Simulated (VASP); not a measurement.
Set up this calculation in VASP 6.6.1, as the native input.

* Task: single point
* Functional: LDA
* Potentials or basis: VASP PAW LDA potentials, release 64 (Mg, O)
* Cutoff: 520 eV
* k mesh: 12 × 12 × 8
* Occupations: gaussian, width 0.02 eV
* Spin: no spin polarisation
* Dipole correction: no
* Further INCAR settings: ALGO = Normal; EDIFF = 1e-06; NBANDS = 11

The structure of MgO lies in POSCAR:

```
MgO
1.0
    2.9380210000      0.0000000000      0.0000000000
   -1.4690100000      2.5444010000      0.0000000000
    0.0000000000      0.0000000000      2.6796800000
Mg O
1 1
Direct
    0.0000000000      0.0000000000      0.0000000000
    0.3333333333      0.6666666667      0.5000000000
```

The input as run:

INCAR

```
PREC = Accurate ; ENCUT = 520
EDIFF = 1E-6 ; ISMEAR = 0
SIGMA = 0.02 ; LREAL = F
LASPH = T ; NELM = 80
ALGO = Normal ; ISIF = 2
LWAVE = F ; LCHARG = T
LELF = T ; LVHAR = T
NBANDS = 11
```

KPOINTS

```
Automatic mesh
0
Gamma
  12 12 8
```

Potentials or basis: VASP PAW LDA potentials, release 64 (Mg, O).

Run with:

```sh
$ cat potpaw_LDA.64/Mg/POTCAR potpaw_LDA.64/O/POTCAR > POTCAR
$ mpirun -np 1 vasp_std > vasp.out
```

Results of the run:

* Pressure: -11.0 GPa
* Band gap on the k mesh: 2.94 eV, indirect (least direct gap 3.35 eV)

Wall time 11 s on 1 thread of Intel(R) Xeon(R) Platinum 8259CL CPU @ 2.50GHz (Skylake/Cascade Lake), on a shared host, peak memory 0.14 GiB.
